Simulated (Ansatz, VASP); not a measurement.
# Two plane-wave programs on Rh

```
CELL_PARAMETERS angstrom
0.00000 1.90002 1.90002
1.90002 0.00000 1.90002
1.90002 1.90002 0.00000
ATOMIC_POSITIONS crystal
Rh 0.00000 0.00000 0.00000
```

Alike in both runs: task relaxation of cell and atoms; functional r2SCAN; k mesh 18 × 18 × 18; occupations fermi-dirac, width 0.15 eV; no spin polarisation.

|  | VASP | Ansatz |
| --- | --- | --- |
| version | VASP 6.6.1 | Ansatz 0.2.0 |
| potentials or method | VASP PAW PBE potentials, release 64 (Rh_pv), cutoff 600 eV | scalar-relativistic, plane waves, PAW |
| valence electrons in the cell | 15 | 17 |

```tsv
	VASP	Ansatz	Ansatz less VASP
gap on the k mesh at the Fermi level, each at its own relaxed structure (eV)	none	none	-
relaxed volume (Å³/atom)	13.82	13.76	-0.054
relaxed length of the cell vector where the two differ most in proportion (Å)	2.693	2.690	-0.0035
```

VASP's potentials were made for PBE, not for r2SCAN. A gap of «none» marks a metal or a gap that the smearing closes. VASP's potentials hold 15 valence electrons a cell and Ansatz's 17, so a difference there can come from the potentials and not from the codes.
